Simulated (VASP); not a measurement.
# TiB17N18 (a cell with a defect) (Ti_B) in VASP: a series of runs, part 2 of 2

VASP 6.6.1.

## (3) Single point, PBE, collinear spin

INCAR reads:

```
PREC = Accurate
ENCUT = 520
EDIFF = 1E-6
ISMEAR = 0
SIGMA = 0.01
LREAL = Auto
LASPH = T
NELM = 200
ALGO = Normal
ISIF = 2
LWAVE = F
LCHARG = F
ISPIN = 2
MAGMOM = 0 0 0.01 0 0 0 0 0.01 0.01 0 0 0 0 0.02 0 0 0 0 0 0 0 0 0 0 0 -0.01 -0.01 0 0 0 0 0 0 0 0 0.45
LORBIT = 11
NUPDOWN = 1.0
LMAXMIX = 4
GGA = PE
NBANDS = 104
GGA_COMPAT = F
```

KPOINTS reads:

```
Automatic mesh
0
Gamma
  1 1 1
  0.25 0.25 0.25
```

POSCAR reads:

```
TiB17N18
1.0
    7.4650312844      0.0000000000      0.0000000000
   -3.7325156422      6.4649067324      0.0000000000
    0.0000000000      0.0000000000      6.4954828762
B N Ti
17 18 1
Direct
    0.1154134101      0.2061538277      0.2435662383
    0.2148010916      0.1269130650      0.7717616657
    0.1161906669      0.5395878139      0.2465565240
    0.2162856420      0.4640631450      0.7447980760
    0.1157875232      0.8724863166      0.2546249662
    0.2159361106      0.7950501526      0.7711861013
    0.4475028832      0.2030245687      0.2404439328
    0.5471709457      0.1243661255      0.7848121736
    0.4477005970      0.5408575628      0.2351130999
    0.4490431031      0.8724435511      0.2439642963
    0.5477092345      0.7962667172      0.7411049191
    0.7835758191      0.2062525307      0.2456871420
    0.8826937390      0.1289571271      0.7512935283
    0.7852430413      0.5403382019      0.2530187449
    0.8861010005      0.4643899331      0.7787773802
    0.7830042638      0.8733095004      0.2433076041
    0.8840423855      0.7961956018      0.7636607358
    0.1052977170      0.2399813071      0.7502453565
    0.2263139002      0.0954437439      0.2497806781
    0.1068226447      0.5728779819      0.7731464693
    0.2263063071      0.4285812943      0.2376705650
    0.1052462000      0.9059143570      0.7656047157
    0.2268580962      0.7623353825      0.2534720215
    0.4321964960      0.2276476365      0.7960006995
    0.5603373113      0.0955235217      0.2465506566
    0.4311119899      0.5812295118      0.7003120370
    0.5595010071      0.4284218660      0.2509135349
    0.4383966981      0.9041237907      0.7742986758
    0.5603219889      0.7626114777      0.2343903919
    0.7709995097      0.2398800276      0.7653635334
    0.8934842811      0.0955222347      0.2446337840
    0.7824031119      0.5786819015      0.7819206165
    0.8942732705      0.4282475088      0.2502044164
    0.7716802677      0.9064650950      0.7451248801
    0.8935061685      0.7627968629      0.2541256649
    0.5584978735      0.4385552743      0.5965001834
```

Potentials or basis: VASP PAW PBE potentials, release 64 (B, N, Ti_sv).

Launch:

```
cat potpaw_PBE.64/B/POTCAR potpaw_PBE.64/N/POTCAR potpaw_PBE.64/Ti_sv/POTCAR > POTCAR
mpirun -np 1 vasp_std > vasp.out
```

OUTCAR:

```text
PREC = Accurate
   ENCUT = 520
   EDIFF = 1E-6
   ISMEAR = 0
   LREAL = Auto
   LASPH = T
   NELM = 200
   ISIF = 2
   ISPIN = 2
   LORBIT = 11
   NUPDOWN = 1.0
   GGA = PE

 ion  position               nearest neighbor table
   1  0.115  0.206  0.244-  19 1.43  31 1.43  21 1.44
   2  0.215  0.127  0.772-  24 1.42  22 1.43  18 1.45
   3  0.116  0.540  0.247-  21 1.43  33 1.43  23 1.44
   4  0.216  0.464  0.745-  26 1.42  20 1.42  18 1.45
   5  0.116  0.872  0.255-  23 1.43  35 1.44  19 1.44
   6  0.216  0.795  0.771-  22 1.43  20 1.44  28 1.44
[... 18 lines left out ...]
  25  0.560  0.096  0.247-   7 1.43  10 1.44  12 1.44
  26  0.431  0.581  0.700-  11 1.42   4 1.42  36 1.87
  27  0.560  0.428  0.251-   9 1.45   7 1.46  14 1.46  36 2.25
  28  0.438  0.904  0.774-  11 1.42   8 1.43   6 1.44
  29  0.560  0.763  0.234-  10 1.43   9 1.43  16 1.44
  30  0.771  0.240  0.765-  13 1.44   8 1.45  15 1.45
  31  0.893  0.096  0.245-  12 1.43   1 1.43  16 1.44
  32  0.782  0.579  0.782-  15 1.41  17 1.41  36 1.89
[... 1365 lines left out ...]
  external PRESSURE =     127.0593923 kB  Pullay stress =       0.0000000 kB

 VOLUME and BASIS-vectors are now :
 -----------------------------------------------------------------------------
  energy-cutoff  :      520.00
  volume of cell :      313.48
      direct lattice vectors                 reciprocal lattice vectors
     7.465031284  0.000000000  0.000000000     0.133957911  0.077340636  0.000000000
    -3.732515642  6.464906732  0.000000000     0.000000000  0.154681273  0.000000000
     0.000000000  0.000000000  6.495482876     0.000000000  0.000000000  0.153953142

 POSITION                                       TOTAL-FORCE (eV/Angst)
 -----------------------------------------------------------------------------------
      0.09209      1.33277      1.58208        -0.209396      0.143874      0.004572
      1.12979      0.82048      5.01296         0.039444     -0.171622      0.022614
     -1.14665      3.48838      1.60150        -0.144697      0.102117      0.023910
     -0.11754      3.00012      4.83782         0.257705      0.029181     -0.074937
     -2.39221      5.64054      1.65391        -0.168843      0.124800     -0.013560
     -1.35557      5.13993      5.00923         0.188149     -0.069816      0.024394
[... 28 lines left out ...]
      3.82290      4.93141      1.65067         0.179207     -0.105496      0.024912
      2.53229      2.83522      3.87456         0.303179     -0.139076      0.075726
 -----------------------------------------------------------------------------------
    total drift:                                0.007453      0.010376     -0.004317

  FREE ENERGIE OF THE ION-ELECTRON SYSTEM (eV)
  ---------------------------------------------------
  free  energy   TOTEN  =      -313.4624147408 eV

  energy  without entropy=     -313.4624147408  energy(sigma->0) =     -313.46241474

 total charge

# of ion       s       p       d       tot
------------------------------------------
    1        0.757   1.451   0.000   2.208
    2        0.762   1.472   0.000   2.234
    3        0.757   1.453   0.000   2.209
    4        0.760   1.464   0.000   2.224
    5        0.757   1.447   0.000   2.204
    6        0.759   1.454   0.000   2.213
[... 28 lines left out ...]
   35        1.232   2.810   0.000   4.042
   36        2.249   6.198   2.145  10.592
--------------------------------------------------
tot         37.368  81.358   2.145 120.870

 magnetization (x)

# of ion       s       p       d       tot
------------------------------------------
    1        0.000   0.002   0.000   0.002
    2        0.001   0.004   0.000   0.005
    3        0.001   0.008   0.000   0.009
    4        0.001   0.005   0.000   0.006
    5        0.000   0.001   0.000   0.001
    6        0.000   0.005   0.000   0.005
[... 28 lines left out ...]
   35        0.000   0.004   0.000   0.005
   36        0.006   0.007   0.582   0.596
--------------------------------------------------
tot          0.016   0.128   0.582   0.726
```

stdout:

```text
POSCAR found type information on POSCAR B N Ti
 POSCAR found :  3 types and      36 ions
 scaLAPACK will be used
 LDA part: xc-table for (Slater+PW92), standard interpolation
 POSCAR, INCAR and KPOINTS ok, starting setup
 FFT: planning ... GRIDC
 FFT: planning ... GRID_SOFT
 FFT: planning ... GRID
 WAVECAR not read
 entering main loop
```

It took 8.5 min on 1 thread of AMD EPYC 9R45 (Zen 5), shared host; peak memory 0.61 GiB.

Results:

| Property | Result |
| --- | --- |
| Free energy | -313.4624 eV |
| Pressure | 12.7 GPa |
| Largest force | 0.405 eV/Å |
| Net moment | 1.00 μB per cell |
| Site moments | B +0.00, +0.01, +0.03, +0.04, -0.00; N +0.00, -0.00, +0.01, -0.01; Ti +0.60 μB |
| Valence electrons inside the program's atomic spheres | B 2.21, 2.23, 2.22, 2.20, 2.24; N 4.03, 4.04, 4.06, 4.05, 3.99, 4.00, 4.02; Ti 10.59 |

Forces on the atoms (eV/Å):
```
B   -0.209  0.144  0.005
B    0.039 -0.172  0.023
B   -0.145  0.102  0.024
B    0.258  0.029 -0.075
B   -0.169  0.125 -0.014
B    0.188 -0.070  0.024
B   -0.127  0.130 -0.012
B    0.167 -0.148  0.010
B   -0.057  0.038  0.151
B   -0.119  0.105  0.029
B    0.162 -0.235 -0.077
B   -0.220  0.071 -0.018
B    0.169 -0.129  0.046
B   -0.169  0.064 -0.064
B    0.201 -0.124  0.001
B   -0.239  0.106 -0.006
B    0.158 -0.013  0.031
N   -0.059 -0.022  0.018
N    0.190 -0.135 -0.002
N   -0.239  0.073 -0.030
N    0.128 -0.143 -0.028
N   -0.187  0.112  0.116
N    0.157 -0.107 -0.013
N   -0.162  0.010 -0.196
N    0.192 -0.101  0.021
N   -0.253  0.181  0.202
N    0.112 -0.067 -0.066
N   -0.247  0.188 -0.008
N    0.158  0.018 -0.020
N   -0.150  0.089 -0.022
N    0.198 -0.130 -0.001
N   -0.257  0.245 -0.196
N    0.139 -0.076  0.007
N   -0.091  0.083  0.040
N    0.179 -0.105  0.025
Ti   0.303 -0.139  0.076
```

Stress tensor (GPa, compression positive):
```
16.50 -0.29 -0.25
-0.29 17.12  0.24
-0.25  0.24  4.49
```

Caveat: the k points lie up to 0.97 Å⁻¹ apart; the total moment is fixed, so each spin has its own Fermi level.

## (4) Single point, PBE, collinear spin

INCAR reads:

```
SYSTEM = TiB17N18
ALGO = Normal
EDIFF = 1E-6
ENCUT = 520
GGA = PE
GGA_COMPAT = .FALSE.
ISIF = 2
ISMEAR = 0
ISPIN = 2
LASPH = .TRUE.
LCHARG = .FALSE.
LMAXMIX = 4
LORBIT = 11
LREAL = Auto
LWAVE = .FALSE.
MAGMOM = 0 0 0.01 0.01 0.01 0 0.04 0.01 0.04 0.01 0.01 0.01 0 0.03 0 0 0 0 0.01 0 0.01 0 0.01 0.01 0.01 -0.01 -0.01 0 0 0 0 0.01 0.01 0 0 0.73
NBANDS = 104
NELECT = 154.0
NELM = 200
NUPDOWN = 2.0
PREC = Accurate
SIGMA = 0.01
```

KPOINTS is that of step 3.

POSCAR reads:

```
TiB17N18
1.0
    7.4650312844      0.0000000000      0.0000000000
   -3.7325156422      6.4649067324      0.0000000000
    0.0000000000      0.0000000000      6.4954828762
B N Ti
17 18 1
Direct
    0.1302213565      0.1983485662      0.2454034702
    0.2010499991      0.1326298453      0.7739872134
    0.1307112230      0.5317261969      0.2491192931
    0.2033396637      0.4704907860      0.7353533929
    0.1303789563      0.8655612780      0.2609671189
    0.2012000425      0.8000657783      0.7759559551
    0.4638931667      0.1978286242      0.2670416848
    0.5300936364      0.1294632987      0.7888190167
    0.4634515053      0.5329460465      0.2384494380
    0.4644428628      0.8653850406      0.2485001667
    0.5304572546      0.7979377248      0.7326685108
    0.7975458880      0.1981010302      0.2485126851
    0.8672971493      0.1336816882      0.7476878591
    0.7984417051      0.5322380881      0.2581369388
    0.8721274691      0.4703246314      0.7801772755
    0.7973154370      0.8655894070      0.2429129888
    0.8685687040      0.8003726417      0.7640276747
    0.0902978013      0.2449069121      0.7441646350
    0.2398846806      0.0876505388      0.2619465464
    0.0933063348      0.5778084674      0.7762027886
    0.2400498782      0.4206150028      0.2364114899
    0.0901152802      0.9110548837      0.7715815809
    0.2412759852      0.7547141969      0.2576840365
    0.4162207312      0.2332570620      0.8043516779
    0.5758242213      0.0872875368      0.2556394666
    0.4145695610      0.5857746233      0.6802423806
    0.5746642341      0.4217453851      0.2446904372
    0.4234313243      0.9080563117      0.7763160759
    0.5753636005      0.7560296000      0.2336645094
    0.7554455116      0.2450506094      0.7656093252
    0.9080864155      0.0878763199      0.2414946335
    0.7689810842      0.5842405360      0.7817496926
    0.9085724624      0.4204600902      0.2555051395
    0.7562671821      0.9109700878      0.7396793479
    0.9079688848      0.7553436665      0.2574082261
    0.5495675122      0.4349971020      0.5874051474
```

Potentials or basis: VASP PAW PBE potentials, release 64 (B, N, Ti_sv).

Launch:

```
cat potpaw_PBE.64/B/POTCAR potpaw_PBE.64/N/POTCAR potpaw_PBE.64/Ti_sv/POTCAR > POTCAR
mpirun -np 1 vasp_std > vasp.out
```

OUTCAR:

```text
SYSTEM = TiB17N18
   EDIFF = 1E-6
   ENCUT = 520
   GGA = PE
   ISIF = 2
   ISMEAR = 0
   ISPIN = 2
   LASPH = .TRUE.
   LORBIT = 11
   LREAL = Auto
   NELECT = 154.0
   NELM = 200
   NUPDOWN = 2.0
   PREC = Accurate

 ion  position               nearest neighbor table
   1  0.130  0.198  0.245-  19 1.43  31 1.44  21 1.44
   2  0.201  0.133  0.774-  24 1.41  22 1.43  18 1.45
   3  0.131  0.532  0.249-  21 1.43  33 1.44  23 1.44
   4  0.203  0.470  0.735-  26 1.41  20 1.43  18 1.46
   5  0.130  0.866  0.261-  23 1.43  19 1.44  35 1.44
   6  0.201  0.800  0.776-  22 1.44  28 1.44  20 1.44
[... 18 lines left out ...]
  25  0.576  0.087  0.256-  12 1.43  10 1.44   7 1.44
[... 1400 lines left out ...]
     -0.23818      3.04168      4.77648         0.214740     -0.033525     -0.067437
     -2.25744      5.59577      1.69511        -0.161601      0.078830      0.004206
     -1.48429      5.17235      5.04021         0.161556     -0.091302     -0.001657
[... 28 lines left out ...]
      3.95868      4.88323      1.67199         0.178765     -0.042445     -0.012389
      2.47891      2.81222      3.81548         0.236306     -0.053435      0.015982
 -----------------------------------------------------------------------------------
    total drift:                                0.003655      0.008061      0.006562

  FREE ENERGIE OF THE ION-ELECTRON SYSTEM (eV)
  ---------------------------------------------------
  free  energy   TOTEN  =      -307.3289181296 eV

  energy  without entropy=     -307.3289181296  energy(sigma->0) =     -307.32891813

 total charge

# of ion       s       p       d       tot
------------------------------------------
    1        0.760   1.465   0.000   2.225
    2        0.763   1.481   0.000   2.244
    3        0.757   1.464   0.000   2.221
    4        0.760   1.467   0.000   2.227
    5        0.758   1.462   0.000   2.219
    6        0.761   1.464   0.000   2.225
[... 28 lines left out ...]
   35        1.232   2.813   0.000   4.045
   36        2.221   6.186   2.177  10.584
--------------------------------------------------
tot         37.322  81.542   2.177 121.040

 magnetization (x)

# of ion       s       p       d       tot
------------------------------------------
    1        0.000   0.007   0.000   0.007
    2        0.001   0.006   0.000   0.007
    3        0.001   0.016   0.000   0.017
    4        0.002   0.010   0.000   0.012
    5        0.001   0.011   0.000   0.011
    6        0.000   0.006   0.000   0.006
[... 28 lines left out ...]
   35        0.000   0.007   0.000   0.008
   36        0.010   0.022   0.921   0.953
--------------------------------------------------
tot          0.032   0.402   0.921   1.355
```

OSZICAR:

```text
N       E                     dE             d eps       ncg     rms          rms(c)
DAV:   1     0.101970136448E+04    0.10197E+04   -0.78229E+04  2568   0.144E+03
DAV:   2    -0.231440763853E+03   -0.12511E+04   -0.11836E+04  2904   0.362E+02
DAV:   3    -0.340635258881E+03   -0.10919E+03   -0.10758E+03  3136   0.114E+02
DAV:   4    -0.345686714815E+03   -0.50515E+01   -0.50278E+01  3768   0.220E+01
DAV:   5    -0.345844575163E+03   -0.15786E+00   -0.15777E+00  3232   0.283E+00    0.383E+01
DAV:   6    -0.311799953294E+03    0.34045E+02   -0.10372E+02  3432   0.387E+01    0.220E+01
DAV:   7    -0.309679772754E+03    0.21202E+01   -0.40541E+01  3496   0.304E+01    0.166E+01
DAV:   8    -0.307553984275E+03    0.21258E+01   -0.33053E+00  3424   0.895E+00    0.793E+00
DAV:   9    -0.307463087835E+03    0.90896E-01   -0.31361E+00  3352   0.531E+00    0.432E+00
DAV:  10    -0.307323936968E+03    0.13915E+00   -0.97420E-01  3184   0.397E+00    0.134E+00
DAV:  11    -0.307326520620E+03   -0.25837E-02   -0.84685E-02  2936   0.830E-01    0.694E-01
DAV:  12    -0.307327450725E+03   -0.93011E-03   -0.13428E-02  3088   0.477E-01    0.221E-01
DAV:  13    -0.307328512798E+03   -0.10621E-02   -0.20102E-03  2920   0.154E-01    0.124E-01
DAV:  14    -0.307328770284E+03   -0.25749E-03   -0.33373E-04  3224   0.781E-02    0.587E-02
DAV:  15    -0.307328891909E+03   -0.12163E-03   -0.13907E-04  2720   0.431E-02    0.317E-02
DAV:  16    -0.307328909408E+03   -0.17499E-04   -0.17335E-05  3040   0.172E-02    0.144E-02
DAV:  17    -0.307328917310E+03   -0.79022E-05   -0.18855E-05  2728   0.135E-02    0.583E-03
DAV:  18    -0.307328918130E+03   -0.81967E-06   -0.13123E-06  2016   0.512E-03
   1 F= -.30732892E+03 E0= -.30732892E+03  d E =-.155454E-31  mag=     2.0000
```

stdout:

```text
POSCAR found type information on POSCAR B N Ti
 POSCAR found :  3 types and      36 ions
 scaLAPACK will be used
 LDA part: xc-table for (Slater+PW92), standard interpolation
 POSCAR, INCAR and KPOINTS ok, starting setup
 FFT: planning ... GRIDC
 FFT: planning ... GRID_SOFT
 FFT: planning ... GRID
 WAVECAR not read
 entering main loop
 the old and the new charge density differ
 old charge density:   153.00000 new  154.00000
    0.383E+01
```

Wall time 7.4 min (1 thread of AMD EPYC 9R45 (Zen 5), shared host); peak memory 0.61 GiB.

Results:

```
Free energy                                           : -307.3289 eV
Largest force                                         : 0.271 eV/Å
Net moment                                            : 2.00 μB per cell
Site moments                                          : B +0.01, +0.02, +0.08, +0.07, +0.06; N +0.00, +0.01, -0.01, -0.00; Ti +0.95 μB
Valence electrons inside the program's atomic spheres : B 2.23, 2.24, 2.22, 2.21, 2.20, 2.25; N 4.02, 4.04, 4.06, 4.05, 4.00, 3.99, 4.03, 4.01; Ti 10.58
```

Forces in eV/Å, atoms in the order of the input:
```
B   -0.212  0.128 -0.019
B    0.050 -0.081  0.069
B   -0.187  0.048  0.012
B    0.215 -0.034 -0.067
B   -0.162  0.079  0.004
B    0.162 -0.091 -0.002
B   -0.118  0.071 -0.077
B    0.148 -0.154 -0.096
B   -0.176  0.060  0.033
B   -0.160  0.163  0.011
B    0.174 -0.159 -0.082
B   -0.210  0.128  0.008
B    0.160 -0.120  0.047
B   -0.211  0.054  0.049
B    0.189 -0.048  0.004
B   -0.194  0.131  0.003
B    0.138 -0.066  0.016
N   -0.084  0.001  0.015
N    0.184 -0.078  0.035
N   -0.223  0.059 -0.026
N    0.149 -0.113 -0.022
N   -0.178  0.096  0.109
N    0.131 -0.060  0.002
N   -0.127 -0.004 -0.112
N    0.139 -0.141  0.004
N   -0.178  0.107  0.162
N    0.166 -0.072 -0.008
N   -0.179  0.167 -0.005
N    0.189 -0.079 -0.010
N   -0.164  0.073  0.012
N    0.225 -0.152  0.003
N   -0.172  0.197 -0.058
N    0.234 -0.097 -0.054
N   -0.131  0.084  0.031
N    0.179 -0.042 -0.012
Ti   0.236 -0.053  0.016
```

Caveat: the k points lie up to 0.97 Å⁻¹ apart; the cell carries a net charge on a neutralising background, which shifts energy and pressure; the cell is charged against a uniform background, so pressure and absolute levels hang on convention; the moment is held away from its start; the total moment is fixed, so each spin has its own Fermi level.
